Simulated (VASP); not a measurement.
Here is a VASP 6.6.1 calculation.

File INCAR:

```
SYSTEM = Tl7Se8
ALGO = Normal ; EDIFF = 1E-6
ENCUT = 520 ; GGA = PS
ISIF = 2 ; ISMEAR = -1
LASPH = .True. ; LCHARG = .False.
LREAL = Auto ; LWAVE = .False.
NBANDS = 82 ; NELECT = 140.0
NELM = 100 ; PREC = Accurate
SIGMA = 0.05
```

Contents of KPOINTS:

```
k-points
0
Gamma
  1 1 1
  0 0 0
```

Contents of POSCAR:

```
Tl7Se8
1.0
    8.2357210000      0.0000000000      0.0000000000
    0.0000000000      8.2357210000      0.0000000000
    0.0000000000      0.0000000000      7.1496130000
Tl Se
7 8
Direct
   -0.0253165448     -0.0324683170      0.7713564357
   -0.0109158627     -0.0187354574      0.2198021068
    0.0204839382      0.4787680399      0.2331594731
    0.4813543344      0.0137328596      0.2588951318
    0.5629986737      0.4777845194      0.7700976263
    0.4962771323      0.0072124833      0.7387392856
    0.0331482817      0.5311374681      0.7519008372
    0.6647991111      0.1790492903      0.0384356468
    0.0841699227      0.2790648202     -0.0255118704
    0.3430665026      0.2359477695      0.4931315863
    0.8534529035      0.3301228878      0.5160419172
    0.1336980697      0.7313020924      0.4807672807
    0.6446065864      0.8049689881      0.4811449235
    0.8477946254      0.6751807158      0.0148399641
    0.2782270065      0.8745439531      0.0168120988
```

Potentials or basis: VASP PAW PBE potentials, release 64 (Tl_d, Se).

Command:

```bash
$ cat potpaw_PBE.64/Tl_d/POTCAR potpaw_PBE.64/Se/POTCAR > POTCAR
$ mpirun -np 1 vasp_gam > vasp.out
```

(1) What does it give for the largest force?

Results:

(1) 1.736 eV/Å.

Caveat: the k points lie up to 0.88 Å⁻¹ apart, too coarse for converged energies, forces and pressures; the cell carries a net charge on a neutralising background, which shifts energy and pressure; the PAW data sets were made with another functional, which shifts forces and pressure a little.
